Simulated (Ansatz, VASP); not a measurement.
## Two plane-wave programs on CsLi3O2

Contents of INCAR:

```
SYSTEM = CsLi3O2
PREC = Accurate
ENCUT = 600
EDIFF = 1E-6
ISMEAR = 0
SIGMA = 0.1
LREAL = .FALSE.
LASPH = .TRUE.
NELM = 100
ALGO = Normal
ISIF = 3
LWAVE = .FALSE.
LCHARG = .FALSE.
GGA = PE
IBRION = 2
NSW = 90
EDIFFG = -0.04
```

The input KPOINTS:

```
Automatic mesh
0
G
  6 6 4
  0 0 0
```

POSCAR

```
CsLi3O2
1.0
    4.3368030100      0.0000000000      0.0000000000
   -2.1684015100      3.7557815800      0.0000000000
    0.0000000000      0.0000000000      6.5423908400
Cs Li O
1 3 2
Direct
    0.0000000000      0.0000000000      0.5000000000
    0.0000000000      0.0000000000      0.0000000000
    0.3333333300      0.6666666700      0.0000000000
    0.6666666700      0.3333333300      0.0000000000
    0.3333333300      0.6666666700      0.5000000000
    0.6666666700      0.3333333300      0.5000000000
```

Input for Ansatz:

```yaml
crystal:
  lattice:
    - [4.33680301, 0.0, 0.0]
    - [-2.16840151, 3.75578158, 0.0]
    - [0.0, 0.0, 6.54239084]
  atoms:
    - { symbol: Cs, position: [0.0, 0.0, 0.5] }
    - { symbol: Li, position: [0.0, 0.0, 0.0] }
    - { symbol: Li, position: [0.33333333, 0.66666667, 0.0] }
    - { symbol: Li, position: [0.66666667, 0.33333333, 0.0] }
    - { symbol: O, position: [0.33333333, 0.66666667, 0.5] }
    - { symbol: O, position: [0.66666667, 0.33333333, 0.5] }
basis:
  ecutwfc: 420
kpoints:
  mp_grid: { grid: [6, 6, 4] }
hamiltonian:
  xc: pbe
scf:
  occupations: { method: gaussian, width: 0.1 }
  lower_state_search: "off"
output:
  forces: true
  stress: true
  eigenvalues: true
relax:
  adjacent_minimum: "off"
  f_tol: 0.04
  max_steps: 70
  cell: { stress_tol: 0.4 }
```

Alike in both runs: task relaxation of cell and atoms; functional PBE; k mesh 6 × 6 × 4; occupations gaussian, width 0.1 eV; no spin polarisation.

|  | VASP | Ansatz |
| --- | --- | --- |
| version | VASP 6.6.1 | Ansatz 0.2.0 |
| potentials or method | VASP PAW PBE potentials, release 64 (Cs_sv, Li_sv, O), cutoff 600 eV | scalar-relativistic, plane waves, PAW |
| valence electrons in the cell | 30 | 30 |

Ansatz gave:

| Item | Value |
| --- | --- |
| gap on the k mesh at the Fermi level, each at its own relaxed structure (eV) | none |
| relaxed volume (Å³/atom) | 18.26 |
| relaxed cell length with the largest relative difference (Å) | 5.418 |

Question: Which values does VASP return?

Answer: gap on the k mesh at the Fermi level, each at its own relaxed structure (eV): none; relaxed volume (Å³/atom): 17.51; relaxed cell length with the largest relative difference (Å): 5.307.

A gap of «none» marks a metal or a gap that the smearing closes.

Spin-orbit coupling is off throughout. Noted on VASP's run: the cutoff is short for stress, so the pressure is rough.
